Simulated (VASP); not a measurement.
# Al (P6_3/mmc) in VASP: notebook, part 2 of 2

VASP 6.6.1.

**3. Single point, LDA**

This run uses another cell than the first one, of 18.25 Å³/atom.

The input, INCAR:

```
SYSTEM = Al
PREC     = Accurate       ! precision mode
ENCUT    = 520            ! plane-wave cutoff, eV
EDIFF    = 1E-6           ! SCF threshold, eV
ISMEAR   = 0              ! smearing method
SIGMA    = 0.15           ! smearing width, eV
LREAL    = .False.        ! projectors in reciprocal space
LASPH    = .True.         ! aspherical terms in the spheres
NELM     = 60             ! most SCF steps
ALGO     = Fast           ! electronic algorithm
ISIF     = 2              ! what is computed and relaxed
LWAVE    = .False.        ! write WAVECAR
LCHARG   = .False.        ! write CHGCAR
GGA      = CA             ! functional
NBANDS   = 10             ! bands
```

The input, KPOINTS:

```
regular mesh
0
Gamma
  18 18 10
  0 0 0
```

The input, POSCAR:

```
Al
1.0
    2.9986000000      0.0000000000      0.0000000000
   -1.4993000000      2.5968637758      0.0000000000
    0.0000000000      0.0000000000      4.6862330202
Al
2
Direct
    0.6666666667      0.3333333333      0.7500000000
    0.3333333333      0.6666666667      0.2500000000
```

Potentials or basis: VASP PAW LDA potentials, release 64 (Al).

Started as:

```console
> cat potpaw_LDA.64/Al/POTCAR > POTCAR
> mpirun -np 1 vasp_std > vasp.out
```

OUTCAR:

```text
SYSTEM = Al
   PREC = Accurate
   ENCUT = 520
   EDIFF = 1E-6
   ISMEAR = 0
   LREAL = .False.
   LASPH = .True.
   NELM = 60
   ISIF = 2
   GGA = CA

 ion  position               nearest neighbor table
   1  0.667  0.333  0.750-   2 2.91   2 2.91   2 2.91   2 2.91   2 2.91   2 2.91
   2  0.333  0.667  0.250-   1 2.91   1 2.91   1 2.91   1 2.91   1 2.91   1 2.91

  LATTYP: Found a hexagonal cell.
 ALAT       =     2.9986000000
 C/A-ratio  =     1.5628069833

  Lattice vectors:

 A1 = (   2.9986000000,   0.0000000000,   0.0000000000)
 A2 = (  -1.4993000000,   2.5968637758,   0.0000000000)
 A3 = (   0.0000000000,   0.0000000000,   4.6862330202)

Analysis of symmetry for initial positions (statically):
=====================================================================
 Subroutine PRICEL returns:
 Original cell was already a primitive cell.

 Routine SETGRP: Setting up the symmetry group for a
 hexagonal supercell.

 Subroutine GETGRP returns: Found 24 space group operations
 (whereof 12 operations were pure point group operations)
 out of a pool of 24 trial point group operations.

The static configuration has the point symmetry D_3d.
 The point group associated with its full space group is D_6h.

Analysis of symmetry for dynamics (positions and initial velocities):
=====================================================================
 Subroutine PRICEL returns:
 Original cell was already a primitive cell.

 Routine SETGRP: Setting up the symmetry group for a
 hexagonal supercell.

 Subroutine GETGRP returns: Found 24 space group operations
 (whereof 12 operations were pure point group operations)
 out of a pool of 24 trial point group operations.

The dynamic configuration has the point symmetry D_3d.
 The point group associated with its full space group is D_6h.

 Subroutine INISYM returns: Found 24 space group operations
 (whereof 12 operations are pure point group operations),
 and found     1 'primitive' translations

----------------------------------------------------------------------------------------

                                     Primitive cell

  volume of cell :      36.4915

  direct lattice vectors                    reciprocal lattice vectors
     2.998600000  0.000000000  0.000000000     0.333488962  0.192539942  0.000000000
    -1.499300000  2.596863776  0.000000000     0.000000000  0.385079883  0.000000000
     0.000000000  0.000000000  4.686233020     0.000000000  0.000000000  0.213391011

  length of vectors
     2.998600000  2.998600000  4.686233020     0.385079883  0.385079883  0.213391011

  position of ions in fractional coordinates (direct lattice)
     0.666666667  0.333333333  0.750000000
     0.333333333  0.666666667  0.250000000

  ion indices of the primitive-cell ions
   primitive index   ion index
                 1           1
                 2           2

----------------------------------------------------------------------------------------

 KPOINTS: regular mesh

Automatic generation of k-mesh.
 Grid dimensions read from file:
 generate k-points for:   18   18   10

 Generating k-lattice:

  Cartesian coordinates                     Fractional coordinates (reciprocal lattice)
     0.018527165  0.010696663  0.000000000     0.055555556  0.000000000  0.000000000
     0.000000000  0.021393327  0.000000000     0.000000000  0.055555556  0.000000000
     0.000000000  0.000000000  0.021339101     0.000000000  0.000000000  0.100000000

  Length of vectors
     0.021393327  0.021393327  0.021339101

  Shift w.r.t. Gamma in fractional coordinates (k-lattice)
     0.000000000  0.000000000  0.000000000

 Subroutine IBZKPT returns following result:
 ===========================================

 Found    222 irreducible k-points:

 Following reciprocal coordinates:
            Coordinates               Weight
  0.000000  0.000000  0.000000      1.000000
  0.055556  0.000000  0.000000      6.000000
  0.111111  0.000000  0.000000      6.000000
  0.166667  0.000000  0.000000      6.000000
  0.222222 -0.000000  0.000000      6.000000
  0.277778  0.000000  0.000000      6.000000
[... 16 lines left out ...]
  0.333333  0.111111  0.000000     12.000000
  0.388889  0.111111  0.000000     12.000000
 [... further k-points ...]
   k-points           NKPTS =    222   k-points in BZ     NKDIM =    222   number of bands    NBANDS=     10
   number of dos      NEDOS =    301   number of ions     NIONS =      2
   total plane-waves  NPLWV =  20736
   dimension x,y,z NGX =    24 NGY =   24 NGZ =   36
   dimension x,y,z NGXF=    48 NGYF=   48 NGZF=   72
   ions per type =               2
   NGX,Y,Z   is equivalent  to a cutoff of  13.31, 13.31, 12.77 a.u.
   NGXF,Y,Z  is equivalent  to a cutoff of  26.61, 26.61, 25.54 a.u.
 SYSTEM =  Al
   PREC   = accura    normal or accurate (medium, high low for compatibility)
   ISTART =      0    job   : 0-new  1-cont  2-samecut
   ICHARG =      2    charge: 1-file 2-atom 10-const
   ISPIN  =      1    spin polarized calculation?
   LNONCOLLINEAR =      F non collinear calculations
   LSORBIT =      F    spin-orbit coupling
   LASPH  =      T    aspherical Exc in radial PAW
   ENCUT  =  520.0 eV  38.22 Ry    6.18 a.u.   5.58  5.58  8.71*2*pi/ulx,y,z
   NELM   =     60;   NELMIN=  2; NELMDL= -5     # of ELM steps
   EDIFF  = 0.1E-05   stopping-criterion for ELM
   LREAL  =      F    real-space projection
   EDIFFG = 0.1E-04   stopping-criterion for IOM
   NSW    =      0    number of steps for IOM
   IBRION =     -1    ionic relax: 0-MD 1-quasi-New 2-CG
   NFREE  =      0    steps in history (QN), initial steepest desc. (CG)
   ISIF   =      2    stress and relaxation
   ISYM   =      2    0-nonsym 1-usesym 2-fastsym
   POTIM  = 0.5000    time-step for ionic-motion
   TEBEG  =    0.0;   TEEND  =   0.0 temperature during run
   PSTRESS=    0.0 pullay stress
   NELECT =       6.0000    total number of electrons
   NUPDOWN=      -1.0000    fix difference up-down
   EMIN   =  10.00;   EMAX   =-10.00  energy-range for DOS
   EFERMI =   0.00;   METHOD = LEGACY
   ISMEAR =     0;   SIGMA  =   0.15  broadening in eV -4-tet -1-fermi 0-gaus
   EFERMI_NEDOS =   21; number of points for ismear=-14 and -15
   IALGO  =     68    algorithm
   IMIX   =      4    mixing-type and parameters
     AMIX     =   0.40;   BMIX     =  1.00
     AMIX_MAG =   1.60;   BMIX_MAG =  1.00
  volume/ion in A,a.u.               =      18.25       123.13
  Fermi-wavevector in a.u.,A,eV,Ry     =   0.896867  1.694833 10.944124  0.804370
  Thomas-Fermi vector in A             =   2.019379
   LORBIT       =      0    0 simple, 1 ext, 2 COOP (PROOUT), +10 PAW based schemes
   GGA     = CA    functional components
   LHFCALC =     F    Hartree Fock is set to
   AEXX    =    0.0000 exact exchange contribution
   IVDW    =     0    specifies the selected vdW correction
   LEPSILON=     F    determine dielectric tensor
   LRPA    =     F    only Hartree local field effects (RPA)
 non-spin polarized calculation
 RMM-DIIS sequential band-by-band and
 Gauss-broadening in eV      SIGMA  =   0.15
  energy-cutoff  :      520.00
  volume of cell :       36.49
 maximum number of plane-waves:      1014
 NGX is ok and might be reduce to    24
   NGX = 11   NGY = 11   NGZ = 17

 number of electron       6.0000000 magnetization

 Free energy of the ion-electron system (eV)
  ---------------------------------------------------
  ext. energy  EPLUGINS =         0.00000000
  ---------------------------------------------------
  free energy    TOTEN  =        -8.18172056 eV

  energy without entropy =       -8.17057598  energy(sigma->0) =       -8.17614827

 E-fermi :   6.7586     XC(G=0):  -9.9768

 val. band max:        6.7547496031   @ k =   0.2222  -0.0000   0.2000
 cond. band min:       6.7654008821   @ k =   0.2222   0.2222   0.0000
 fundamental gap:      0.0106512791
 Fermi energy:         6.7586157580

 k-point     1 :       0.0000    0.0000    0.0000
  band No.  band energies     occupation
      1      -3.6426      2.00000
      2       2.8552      2.00000
      3       3.0376      2.00000
      4      15.7464      0.00000
      5      15.7464      0.00000
      6      16.6287      0.00000
      7      16.6287      0.00000
      8      18.7243      0.00000
      9      19.1308      0.00000
     10      20.6014      0.00000
[... 287 lines left out ...]
 k-point    24 :       0.3889    0.1111    0.0000
  band No.  band energies     occupation
      1       0.8027      2.00000
      2       3.1792      2.00000
      3       6.9716      0.04464
      4       7.4001      0.00000
      5       8.8548      0.00000
      6       9.4649      0.00000
      7       9.9084      0.00000
      8      15.1450      0.00000
      9      15.2389      0.00000
     10      15.8483      0.00000

 [... further k-points ...]
[... 5 lines left out ...]
  --------------------------------------------------------------------------------------
  -------------------------------------------------------------------------------------
  Total       -1.9041541     -1.9041541     -1.4913010      0.0000000      0.0000000      0.0000000
  in kB      -83.6028527    -83.6028527    -65.4763278      0.0000000      0.0000000      0.0000000
  external PRESSURE =     -77.5606777 kB  Pullay stress =       0.0000000 kB

 VOLUME and BASIS-vectors are now :
 -----------------------------------------------------------------------------
  energy-cutoff  :      520.00
  volume of cell :       36.49
      direct lattice vectors                 reciprocal lattice vectors
     2.998600000  0.000000000  0.000000000     0.333488962  0.192539942  0.000000000
    -1.499300000  2.596863776  0.000000000     0.000000000  0.385079883  0.000000000
     0.000000000  0.000000000  4.686233020     0.000000000  0.000000000  0.213391011

 POSITION                                       TOTAL-FORCE (eV/Angst)
 -----------------------------------------------------------------------------------
      1.49930      0.86562      3.51467         0.000000     -0.000000      0.000000
     -0.00000      1.73124      1.17156        -0.000000      0.000000      0.000000
 -----------------------------------------------------------------------------------
    total drift:                               -0.000000      0.000000     -0.000000

  FREE ENERGIE OF THE ION-ELECTRON SYSTEM (eV)
  ---------------------------------------------------
  free  energy   TOTEN  =        -8.1817205600 eV

  energy  without entropy=       -8.1705759807  energy(sigma->0) =       -8.17614827
```

Run time: 63 s. Hardware: 1 thread of Intel Xeon 8259CL, shared host; peak memory 0.18 GiB.

Results:

```
Free energy            : -8.1817 eV
Pressure               : -7.8 GPa
Band gap on the k mesh : zero (bands 3 and 4 overlap by 7.70 eV)
```

Levels at points of the mesh, in eV from the Fermi level:
```tsv
k point	band 1	band 2	band 3	band 4	band 5	band 6	band 7
(0.00, 0.00, 0.00)	-10.40	-3.90	-3.72	8.99	8.99	9.87	9.87
(0.50, 0.00, 0.00)	-5.24	-4.81	0.68	1.36	1.76	1.77	4.64
(0.00, 0.00, 0.50)	-8.73	-8.73	4.04	4.04	10.38	10.38	10.38
(0.50, 0.00, 0.50)	-3.67	-3.67	-3.12	-3.12	6.10	6.10	7.32
```

Caveat: the cell stands under tension.

**4. Single point, LDA**

This run uses another cell than the first one, of 18.44 Å³/atom.

The input, INCAR:

```
PREC     = Accurate       # precision mode
ENCUT    = 520            # plane-wave cutoff, eV
EDIFF    = 1E-7           # SCF threshold, eV
ISMEAR   = 0              # smearing method
SIGMA    = 0.15           # smearing width, eV
LREAL    = F              # projectors in reciprocal space
LASPH    = T              # aspherical terms in the spheres
NELM     = 60             # most SCF steps
ALGO     = Fast           # electronic algorithm
ISIF     = 2              # what is computed and relaxed
LWAVE    = F              # write WAVECAR
LCHARG   = F              # write CHGCAR
NBANDS   = 10             # bands
```

The input, KPOINTS:

```
Automatic mesh
0
Gamma
  18 18 10
```

The input, POSCAR:

```
Al
1.0
    2.9006000000      0.0000000000      0.0000000000
   -1.4503000000      2.5119932862      0.0000000000
    0.0000000000      0.0000000000      5.0611000000
Al
2
Direct
    0.6666666667      0.3333333333      0.7500000000
    0.3333333333      0.6666666667      0.2500000000
```

Potentials or basis: VASP PAW LDA potentials, release 64 (Al).

Started as:

```console
> cat potpaw_LDA.64/Al/POTCAR > POTCAR
> mpirun -np 1 vasp_std > vasp.out
```

OUTCAR:

```text
PREC = Accurate
   ENCUT = 520
   EDIFF = 1E-7
   ISMEAR = 0
   LREAL = F
   LASPH = T
   NELM = 60
   ISIF = 2

 ion  position               nearest neighbor table
   1  0.667  0.333  0.750-   2 3.03   2 3.03   2 3.03   2 3.03   2 3.03   2 3.03
   2  0.333  0.667  0.250-   1 3.03   1 3.03   1 3.03   1 3.03   1 3.03   1 3.03

  LATTYP: Found a hexagonal cell.
 ALAT       =     2.9006000000
 C/A-ratio  =     1.7448458940

  Lattice vectors:

 A1 = (   2.9006000000,   0.0000000000,   0.0000000000)
 A2 = (  -1.4503000000,   2.5119932862,   0.0000000000)
 A3 = (   0.0000000000,   0.0000000000,   5.0611000000)

Analysis of symmetry for initial positions (statically):
=====================================================================
 Subroutine PRICEL returns:
 Original cell was already a primitive cell.

 Routine SETGRP: Setting up the symmetry group for a
 hexagonal supercell.

 Subroutine GETGRP returns: Found 24 space group operations
 (whereof 12 operations were pure point group operations)
 out of a pool of 24 trial point group operations.

The static configuration has the point symmetry D_3d.
[... 166 lines left out ...]

 val. band max:        6.6404158419   @ k =   0.3889   0.1667   0.2000
 cond. band min:       6.6546141555   @ k =   0.1667   0.0556   0.3000
 fundamental gap:      0.0141983136
 Fermi energy:         6.6513875837

 k-point     1 :       0.0000    0.0000    0.0000
  band No.  band energies     occupation
      1      -3.6775      2.00000
      2       1.6727      2.00000
      3       2.2976      2.00000
      4      17.2370      0.00000
      5      17.2384      0.00000
      6      17.2384      0.00000
      7      17.6142      0.00000
      8      17.7832      0.00000
      9      17.7832      0.00000
     10      20.4386      0.00000
[... 287 lines left out ...]
 k-point    24 :       0.3889    0.1111    0.0000
  band No.  band energies     occupation
      1       1.0817      2.00000
      2       3.5730      2.00000
      3       6.3672      1.99261
      4       6.7794      0.22736
      5       8.7043      0.00000
      6       9.3973      0.00000
      7       9.9502      0.00000
      8      14.6422      0.00000
      9      15.5670      0.00000
     10      16.9846      0.00000

 [... further k-points ...]
[... 5 lines left out ...]
  --------------------------------------------------------------------------------------
  -------------------------------------------------------------------------------------
  Total       -1.8293505     -1.8293505     -1.9691265     -0.0000000      0.0000000      0.0000000
  in kB      -79.4797077    -79.4797077    -85.5525489     -0.0000000      0.0000000      0.0000000
  external PRESSURE =     -81.5039881 kB  Pullay stress =       0.0000000 kB

 VOLUME and BASIS-vectors are now :
 -----------------------------------------------------------------------------
  energy-cutoff  :      520.00
  volume of cell :       36.88
      direct lattice vectors                 reciprocal lattice vectors
     2.900600000  0.000000000  0.000000000     0.344756257  0.199045118  0.000000000
    -1.450300000  2.511993286  0.000000000     0.000000000  0.398090236  0.000000000
     0.000000000  0.000000000  5.061100000     0.000000000  0.000000000  0.197585505

 POSITION                                       TOTAL-FORCE (eV/Angst)
 -----------------------------------------------------------------------------------
      1.45030      0.83733      3.79582         0.000000     -0.000000      0.000000
     -0.00000      1.67466      1.26527        -0.000000      0.000000      0.000000
 -----------------------------------------------------------------------------------
    total drift:                               -0.000000      0.000000     -0.000000

  FREE ENERGIE OF THE ION-ELECTRON SYSTEM (eV)
  ---------------------------------------------------
  free  energy   TOTEN  =        -8.1683963838 eV

  energy  without entropy=       -8.1580123068  energy(sigma->0) =       -8.16320435
```

OSZICAR:

```text
N       E                     dE             d eps       ncg     rms          rms(c)
DAV:   1    -0.103823056411E+01   -0.10382E+01   -0.22029E+03  4440   0.461E+02
DAV:   2    -0.806497358152E+01   -0.70267E+01   -0.67357E+01  5810   0.517E+01
DAV:   3    -0.822380576841E+01   -0.15883E+00   -0.15734E+00  5874   0.632E+00
DAV:   4    -0.822445513785E+01   -0.64937E-03   -0.64926E-03  5320   0.452E-01
DAV:   5    -0.822445866876E+01   -0.35309E-05   -0.35311E-05  5372   0.351E-02    0.165E+00
RMM:   6    -0.818997228379E+01    0.34486E-01   -0.51605E-03  4500   0.353E-01    0.945E-01
RMM:   7    -0.816844843669E+01    0.21524E-01   -0.12578E-02  4633   0.546E-01    0.144E-01
RMM:   8    -0.816838926580E+01    0.59171E-04   -0.48472E-04  4964   0.134E-01    0.327E-02
RMM:   9    -0.816839665245E+01   -0.73866E-05   -0.67700E-05  5213   0.610E-02    0.159E-02
RMM:  10    -0.816839687944E+01   -0.22699E-06   -0.94163E-06  5271   0.203E-02    0.137E-02
RMM:  11    -0.816839635176E+01    0.52768E-06   -0.13633E-06  5296   0.780E-03    0.673E-03
RMM:  12    -0.816839638380E+01   -0.32045E-07   -0.31283E-07  5112   0.385E-03
   1 F= -.81683964E+01 E0= -.81632043E+01  d E =-.103841E-01
```

stdout:

```text
POSCAR found type information on POSCAR Al
 POSCAR found :  1 types and       2 ions
 scaLAPACK will be used
 LDA part: xc-table for (Slater(with rela. corr.)+CA(PZ))
 , standard interpolation
 POSCAR, INCAR and KPOINTS ok, starting setup
 FFT: planning ... GRIDC
 FFT: planning ... GRID_SOFT
 FFT: planning ... GRID
 WAVECAR not read
 entering main loop
```

Run time: 82 s. Hardware: 1 thread of Intel Xeon 8259CL, shared host; peak memory 0.18 GiB.

Results:

| Quantity | Value |
| --- | --- |
| Free energy | -8.1684 eV |
| Pressure | -8.2 GPa |
| Band gap on the k mesh | zero (bands 3 and 4 overlap by 6.43 eV) |

Caveat: the cell stands under tension.

**5. Single point, LDA**

This run uses another cell than the first one, of 18.36 Å³/atom.

The input, INCAR:

```
PREC = Accurate
ENCUT = 520
EDIFF = 1E-6
ISMEAR = 0
SIGMA = 0.15
LREAL = F
LASPH = T
NELM = 80
ALGO = Normal
ISIF = 2
LWAVE = F
LCHARG = T
GGA = CA
LELF = T
LVHAR = T
NBANDS = 10
```

KPOINTS is that of step 4.

The input, POSCAR:

```
Al
1.0
    2.9496000000      0.0000000000      0.0000000000
   -1.4748000000      2.5544285310      0.0000000000
    0.0000000000      0.0000000000      4.8737000000
Al
2
Direct
    0.6666666667      0.3333333333      0.7500000000
    0.3333333333      0.6666666667      0.2500000000
```

Started as:

```console
> cat potpaw_LDA.64/Al/POTCAR > POTCAR
> mpirun -np 1 vasp_std > vasp.out
```

It took 56 s on 1 thread of Intel Xeon 8259CL, shared host; peak memory 0.18 GiB.

Results (log left out):

- Free energy: -8.1760 eV
- Pressure: -8.2 GPa
- Band gap on the k mesh: zero (bands 3 and 4 overlap by 6.92 eV)

Levels at points of the mesh, in eV from the Fermi level:
| k point | band 1 | band 2 | band 3 | band 4 | band 5 | band 6 |
| --- | --- | --- | --- | --- | --- | --- |
| (0.00, 0.00, 0.00) | -10.37 | -4.38 | -4.16 | 9.77 | 9.77 | 10.49 |
| (0.50, 0.00, 0.00) | -4.98 | -4.64 | 0.65 | 0.84 | 1.34 | 1.68 |
| (0.00, 0.00, 0.50) | -8.82 | -8.82 | 3.03 | 3.03 | 11.05 | 11.05 |
| (0.50, 0.00, 0.50) | -3.56 | -3.56 | -3.06 | -3.06 | 6.55 | 6.55 |

Caveat: the cell stands under tension.

**6. The runs side by side**

```tsv
cell	gap on the mesh (eV)	pressure (GPa)
a = 2.950, b = 2.950, c = 4.780 Å, angles 90.0, 90.0, 120.0°, 2 atoms	none	-7.4
a = 2.999, b = 2.999, c = 4.686 Å, angles 90.0, 90.0, 120.0°, 2 atoms	none	-7.8
a = 2.901, b = 2.901, c = 5.061 Å, angles 90.0, 90.0, 120.0°, 2 atoms	none	-8.2
a = 2.950, b = 2.950, c = 4.874 Å, angles 90.0, 90.0, 120.0°, 2 atoms	none	-8.2
```

Alike in all rows: task single point; level LDA; potentials or basis VASP PAW LDA potentials, release 64 (Al); no spin polarisation; k mesh 18 × 18 × 10; cutoff (eV) 520; smearing gaussian 0.15 eV.

Caveats: the cell stands under tension.

Absolute energies hang on the potentials; compare differences alone.
